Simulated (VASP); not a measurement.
# Ba (P6_3/mmc) in VASP: notebook

The runs below take Ba through single point, with PBE.

Everything below comes from runs of VASP 6.6.1. Logs are shortened: lines on timing, memory, paths and dates and some standing lists are left out, and cuts for length are marked.

## Step 1: The cell of the first run

The structure is hexagonal, space group P6_3/mmc (No. 194). The conventional cell has a = 4.278 Å, b = 4.278 Å, c = 7.037 Å, α = 90.00°, β = 90.00°, γ = 120.00°. Ba (site symmetry -6m2) has 12 Ba at 4.28 to 4.30 Å within 5.6 Å.

## Step 2: Single point, PBE (volume scaled by 0.88, then relaxed in part)

Input file INCAR:

```
PREC = Accurate
ENCUT = 520
EDIFF = 1E-6
ISMEAR = 0
SIGMA = 0.1
LREAL = F
LASPH = T
NELM = 100
ALGO = Fast
ISIF = 2
LWAVE = F
LCHARG = T
GGA = PE
LELF = T
LVHAR = T
NBANDS = 17
```

Input file KPOINTS:

```
regular mesh
0
Gamma
  12 12 8
```

Input file POSCAR:

```
Ba
1.0
    4.2778594162      0.0000000000      0.0000000000
   -2.1389297081      3.7047349282      0.0000000000
    0.0000000000      0.0000000000      7.0366560617
Ba
2
Direct
    0.3333333333      0.6666666667      0.7500000000
    0.6666666667      0.3333333333      0.2500000000
```

Potentials or basis: VASP PAW PBE potentials, release 64 (Ba_sv).

Launch:

```sh
> cat potpaw_PBE.64/Ba_sv/POTCAR > POTCAR
> mpirun -np 1 vasp_std > vasp.out
```

OUTCAR:

```text
PREC = Accurate
   ENCUT = 520
   EDIFF = 1E-6
   ISMEAR = 0
   LREAL = F
   LASPH = T
   NELM = 100
   ISIF = 2
   GGA = PE

 ion  position               nearest neighbor table
   1  0.333  0.667  0.750-   2 4.30   2 4.30   2 4.30   2 4.30   2 4.30   2 4.30
   2  0.667  0.333  0.250-   1 4.30   1 4.30   1 4.30   1 4.30   1 4.30   1 4.30

  LATTYP: Found a hexagonal cell.
 ALAT       =     4.2778594162
 C/A-ratio  =     1.6449011941

  Lattice vectors:

 A1 = (   4.2778594162,   0.0000000000,   0.0000000000)
 A2 = (  -2.1389297081,   3.7047349282,   0.0000000000)
 A3 = (   0.0000000000,   0.0000000000,   7.0366560617)

Analysis of symmetry for initial positions (statically):
=====================================================================
 Subroutine PRICEL returns:
 Original cell was already a primitive cell.

 Routine SETGRP: Setting up the symmetry group for a
 hexagonal supercell.

 Subroutine GETGRP returns: Found 24 space group operations
 (whereof 12 operations were pure point group operations)
 out of a pool of 24 trial point group operations.

The static configuration has the point symmetry D_3d.
 The point group associated with its full space group is D_6h.

Analysis of symmetry for dynamics (positions and initial velocities):
=====================================================================
 Subroutine PRICEL returns:
 Original cell was already a primitive cell.

 Routine SETGRP: Setting up the symmetry group for a
 hexagonal supercell.

 Subroutine GETGRP returns: Found 24 space group operations
 (whereof 12 operations were pure point group operations)
 out of a pool of 24 trial point group operations.

The dynamic configuration has the point symmetry D_3d.
 The point group associated with its full space group is D_6h.

 Subroutine INISYM returns: Found 24 space group operations
 (whereof 12 operations are pure point group operations),
 and found     1 'primitive' translations

----------------------------------------------------------------------------------------

                                     Primitive cell

  volume of cell :     111.5193

  direct lattice vectors                    reciprocal lattice vectors
     4.277859416  0.000000000  0.000000000     0.233761773  0.134962422  0.000000000
    -2.138929708  3.704734928  0.000000000     0.000000000  0.269924845  0.000000000
     0.000000000  0.000000000  7.036656062     0.000000000  0.000000000  0.142112957

  length of vectors
     4.277859416  4.277859416  7.036656062     0.269924845  0.269924845  0.142112957

  position of ions in fractional coordinates (direct lattice)
     0.333333333  0.666666667  0.750000000
     0.666666667  0.333333333  0.250000000

  ion indices of the primitive-cell ions
   primitive index   ion index
                 1           1
                 2           2

----------------------------------------------------------------------------------------

 KPOINTS: regular mesh

Automatic generation of k-mesh.
 Grid dimensions read from file:
 generate k-points for:   12   12    8

 Generating k-lattice:

  Cartesian coordinates                     Fractional coordinates (reciprocal lattice)
     0.019480148  0.011246869  0.000000000     0.083333333  0.000000000  0.000000000
     0.000000000  0.022493737  0.000000000     0.000000000  0.083333333  0.000000000
     0.000000000  0.000000000  0.017764120     0.000000000  0.000000000  0.125000000

  Length of vectors
     0.022493737  0.022493737  0.017764120

  Shift w.r.t. Gamma in fractional coordinates (k-lattice)
     0.000000000  0.000000000  0.000000000

 Subroutine IBZKPT returns following result:
 ===========================================

 Found     95 irreducible k-points:

 Following reciprocal coordinates:
            Coordinates               Weight
  0.000000  0.000000  0.000000      1.000000
  0.083333 -0.000000  0.000000      6.000000
  0.166667 -0.000000  0.000000      6.000000
  0.250000 -0.000000  0.000000      6.000000
  0.333333 -0.000000  0.000000      6.000000
  0.416667 -0.000000  0.000000      6.000000
[... 16 lines left out ...]
  0.250000 -0.000000  0.125000     12.000000
  0.333333 -0.000000  0.125000     12.000000
 [... further k-points ...]
   k-points           NKPTS =     95   k-points in BZ     NKDIM =     95   number of bands    NBANDS=     17
   number of dos      NEDOS =    301   number of ions     NIONS =      2
   total plane-waves  NPLWV =  55296
   dimension x,y,z NGX =    32 NGY =   32 NGZ =   54
   dimension x,y,z NGXF=    64 NGYF=   64 NGZF=  108
   ions per type =               2
   NGX,Y,Z   is equivalent  to a cutoff of  12.44, 12.44, 12.76 a.u.
   NGXF,Y,Z  is equivalent  to a cutoff of  24.87, 24.87, 25.52 a.u.
 SYSTEM =  unknown system
   PREC   = accura    normal or accurate (medium, high low for compatibility)
   ISTART =      0    job   : 0-new  1-cont  2-samecut
   ICHARG =      2    charge: 1-file 2-atom 10-const
   ISPIN  =      1    spin polarized calculation?
   LNONCOLLINEAR =      F non collinear calculations
   LSORBIT =      F    spin-orbit coupling
   LASPH  =      T    aspherical Exc in radial PAW
   ENCUT  =  520.0 eV  38.22 Ry    6.18 a.u.   7.95  7.95 13.08*2*pi/ulx,y,z
   NELM   =    100;   NELMIN=  2; NELMDL= -5     # of ELM steps
   EDIFF  = 0.1E-05   stopping-criterion for ELM
   LREAL  =      F    real-space projection
   EDIFFG = 0.1E-04   stopping-criterion for IOM
   NSW    =      0    number of steps for IOM
   IBRION =     -1    ionic relax: 0-MD 1-quasi-New 2-CG
   NFREE  =      0    steps in history (QN), initial steepest desc. (CG)
   ISIF   =      2    stress and relaxation
   ISYM   =      2    0-nonsym 1-usesym 2-fastsym
   POTIM  = 0.5000    time-step for ionic-motion
   TEBEG  =    0.0;   TEEND  =   0.0 temperature during run
   PSTRESS=    0.0 pullay stress
   NELECT =      20.0000    total number of electrons
   NUPDOWN=      -1.0000    fix difference up-down
   EMIN   =  10.00;   EMAX   =-10.00  energy-range for DOS
   EFERMI =   0.00;   METHOD = LEGACY
   ISMEAR =     0;   SIGMA  =   0.10  broadening in eV -4-tet -1-fermi 0-gaus
   EFERMI_NEDOS =   21; number of points for ismear=-14 and -15
   IALGO  =     68    algorithm
   IMIX   =      4    mixing-type and parameters
     AMIX     =   0.40;   BMIX     =  1.00
     AMIX_MAG =   1.60;   BMIX_MAG =  1.00
  volume/ion in A,a.u.               =      55.76       376.28
  Fermi-wavevector in a.u.,A,eV,Ry     =   0.923212  1.744618 11.596526  0.852321
  Thomas-Fermi vector in A             =   2.048824
   LORBIT       =      0    0 simple, 1 ext, 2 COOP (PROOUT), +10 PAW based schemes
   GGA     = PE    functional components
   LHFCALC =     F    Hartree Fock is set to
   AEXX    =    0.0000 exact exchange contribution
   IVDW    =     0    specifies the selected vdW correction
   LEPSILON=     F    determine dielectric tensor
   LRPA    =     F    only Hartree local field effects (RPA)
 non-spin polarized calculation
 RMM-DIIS sequential band-by-band and
 Gauss-broadening in eV      SIGMA  =   0.10
  energy-cutoff  :      520.00
  volume of cell :      111.52
 maximum number of plane-waves:      3028
 NGX is ok and might be reduce to    32
   NGX = 15   NGY = 15   NGZ = 27

 number of electron      20.0000002 magnetization

 Free energy of the ion-electron system (eV)
  ---------------------------------------------------
  ext. energy  EPLUGINS =         0.00000000
  ---------------------------------------------------
  free energy    TOTEN  =        -3.73424946 eV

  energy without entropy =       -3.72037503  energy(sigma->0) =       -3.72731225

 E-fermi :   2.0847     XC(G=0):  -7.8078

 val. band max:        2.0760160884   @ k =   0.3333   0.0833   0.1250
 cond. band min:       2.0930497348   @ k =   0.3333   0.1667   0.1250
 fundamental gap:      0.0170336464
 Fermi energy:         2.0846521452

 k-point     1 :       0.0000    0.0000    0.0000
  band No.  band energies     occupation
      1     -26.6010      2.00000
      2     -26.5345      2.00000
      3     -12.1395      2.00000
      4     -11.5526      2.00000
      5     -11.5526      2.00000
      6     -11.4721      2.00000
[... 9 lines left out ...]
     16       4.4576      0.00000
     17       5.0763      0.00000

 k-point     2 :       0.0833   -0.0000    0.0000
  band No.  band energies     occupation
      1     -26.5969      2.00000
      2     -26.5324      2.00000
      3     -12.1247      2.00000
      4     -11.5899      2.00000
      5     -11.5640      2.00000
      6     -11.5073      2.00000
[... 9 lines left out ...]
     16       4.5787      0.00000
     17       4.9282      0.00000

 k-point     3 :       0.1667   -0.0000    0.0000
  band No.  band energies     occupation
      1     -26.5855      2.00000
      2     -26.5267      2.00000
      3     -12.0822      2.00000
      4     -11.6914      2.00000
      5     -11.6097      2.00000
      6     -11.5940      2.00000
[... 9 lines left out ...]
     16       4.5029      0.00000
     17       4.6478      0.00000

 k-point     4 :       0.2500   -0.0000    0.0000
  band No.  band energies     occupation
      1     -26.5692      2.00000
      2     -26.5196      2.00000
      3     -12.0182      2.00000
      4     -11.8281      2.00000
      5     -11.7418      2.00000
      6     -11.6331      2.00000
[... 9 lines left out ...]
     16       4.9624      0.00000
     17       5.0872      0.00000
[... 343 lines left out ...]
      1     -26.5832      2.00000
      2     -26.5290      2.00000
      3     -12.0647      2.00000
      4     -11.6856      2.00000
      5     -11.6255      2.00000
      6     -11.5901      2.00000
[... 9 lines left out ...]
     16       4.7249      0.00000
     17       4.9853      0.00000

 k-point    23 :       0.2500   -0.0000    0.1250
  band No.  band energies     occupation
      1     -26.5674      2.00000
      2     -26.5215      2.00000
      3     -12.0127      2.00000
      4     -11.8152      2.00000
      5     -11.7542      2.00000
      6     -11.6286      2.00000
[... 9 lines left out ...]
     16       5.0811      0.00000
     17       5.0992      0.00000

 k-point    24 :       0.3333   -0.0000    0.1250
  band No.  band energies     occupation
      1     -26.5504      2.00000
      2     -26.5150      2.00000
      3     -12.0020      2.00000
      4     -11.9044      2.00000
      5     -11.8621      2.00000
      6     -11.6656      2.00000
[... 9 lines left out ...]
     16       5.6310      0.00000
     17       5.9130      0.00000

 [... further k-points ...]

------------------------ aborting loop because EDIFF is reached ----------------------------------------

  FORCE on cell =-STRESS in cart. coord.  units (eV):
  Direction    XX          YY          ZZ          XY          YZ          ZX
  --------------------------------------------------------------------------------------
  -------------------------------------------------------------------------------------
  Total        0.9581008      0.9581008      0.8772418      0.0000000      0.0000000      0.0000000
  in kB       13.7648606     13.7648606     12.6031733      0.0000000      0.0000000      0.0000000
  external PRESSURE =      13.3776315 kB  Pullay stress =       0.0000000 kB

 VOLUME and BASIS-vectors are now :
 -----------------------------------------------------------------------------
  energy-cutoff  :      520.00
  volume of cell :      111.52
      direct lattice vectors                 reciprocal lattice vectors
     4.277859416  0.000000000  0.000000000     0.233761773  0.134962422  0.000000000
    -2.138929708  3.704734928  0.000000000     0.000000000  0.269924845  0.000000000
     0.000000000  0.000000000  7.036656062     0.000000000  0.000000000  0.142112957

 POSITION                                       TOTAL-FORCE (eV/Angst)
 -----------------------------------------------------------------------------------
     -0.00000      2.46982      5.27749         0.000000     -0.000000      0.000000
      2.13893      1.23491      1.75916        -0.000000      0.000000      0.000000
 -----------------------------------------------------------------------------------
    total drift:                               -0.000000      0.000000     -0.000000

  FREE ENERGIE OF THE ION-ELECTRON SYSTEM (eV)
  ---------------------------------------------------
  free  energy   TOTEN  =        -3.7342494632 eV

  energy  without entropy=       -3.7203750294  energy(sigma->0) =       -3.72731225
```

It took 56 s on 1 thread of Intel Xeon 6975P-C (Granite Rapids), shared host; peak memory 0.32 GiB.

What came out:

* Free energy: -3.7342 eV
* Pressure: 1.3 GPa
* Band gap on the k mesh: zero (band 10 reaches 2.34 eV, above the bottom of band 11 at 1.80 eV)

Levels at points of the mesh, in eV from the Fermi level:
| k point | band 7 | band 8 | band 9 | band 10 | band 11 | band 12 | band 13 | band 14 |
| --- | --- | --- | --- | --- | --- | --- | --- | --- |
| (0.00, 0.00, 0.00) | -13.55 | -13.55 | -2.81 | -1.01 | 1.44 | 1.84 | 1.90 | 1.90 |
| (0.50, 0.00, 0.00) | -13.71 | -13.64 | -0.68 | -0.54 | -0.29 | 0.90 | 1.56 | 1.78 |
| (0.00, 0.00, 0.50) | -13.60 | -13.60 | -1.75 | -1.75 | 1.11 | 1.11 | 1.88 | 1.88 |
| (0.50, 0.00, 0.50) | -13.72 | -13.72 | -0.84 | -0.84 | 0.44 | 0.44 | 1.94 | 1.94 |

Caveat: spin-orbit coupling is left out, which moves the levels of the heavy elements.

## Step 3: Single point, PBE (volume scaled by 0.91, then relaxed in part)

Input file INCAR:

```
SYSTEM = Ba
PREC     = Accurate       ! precision mode
ENCUT    = 520            ! plane-wave cutoff, eV
EDIFF    = 1E-6           ! SCF threshold, eV
ISMEAR   = 0              ! smearing method
SIGMA    = 0.1            ! smearing width, eV
LREAL    = .False.        ! projectors in reciprocal space
LASPH    = .True.         ! aspherical terms in the spheres
NELM     = 60             ! most SCF steps
ALGO     = Fast           ! electronic algorithm
ISIF     = 2              ! what is computed and relaxed
LWAVE    = .False.        ! write WAVECAR
LCHARG   = .True.         ! write CHGCAR
GGA      = PE             ! functional
LELF     = .True.         ! ELF
LVHAR    = .True.       
NBANDS   = 17             ! bands
```

Input file KPOINTS:

```
regular mesh
0
Gamma
  12 12 8
  0 0 0
```

Input file POSCAR:

```
Ba
1.0
    4.3223142228      0.0000000000      0.0000000000
   -2.1611571114      3.7432339201      0.0000000000
    0.0000000000      0.0000000000      7.1276339653
Ba
2
Direct
    0.3333333333      0.6666666667      0.7500000000
    0.6666666667      0.3333333333      0.2500000000
```

Potentials or basis: VASP PAW PBE potentials, release 64 (Ba_sv).

Launch:

```sh
> cat potpaw_PBE.64/Ba_sv/POTCAR > POTCAR
> mpirun -np 1 vasp_std > vasp.out
```

It took 53 s on 1 thread of Intel Xeon 6975P-C (Granite Rapids), shared host; peak memory 0.33 GiB.

Results (log left out):

* Free energy: -3.7613 eV
* Pressure: 1.0 GPa
* Band gap on the k mesh: zero (band 10 reaches 2.19 eV, above the bottom of band 11 at 1.70 eV)

Stress tensor (GPa, compression positive):
```
1.02 0.00 0.00
0.00 1.02 0.00
0.00 0.00 0.87
```

Levels at points of the mesh, in eV from the Fermi level:
```csv
k point,band 7,band 8,band 9,band 10,band 11,band 12,band 13,band 14
"(0.00, 0.00, 0.00)",-13.63,-13.63,-2.80,-0.99,1.32,1.80,1.87,1.87
"(0.50, 0.00, 0.00)",-13.77,-13.71,-0.68,-0.50,-0.26,0.82,1.49,1.76
"(0.00, 0.00, 0.50)",-13.67,-13.67,-1.78,-1.78,1.08,1.08,1.86,1.86
"(0.50, 0.00, 0.50)",-13.78,-13.78,-0.81,-0.81,0.44,0.44,1.82,1.82
```

Caveat: spin-orbit coupling is left out, which moves the levels of the heavy elements.
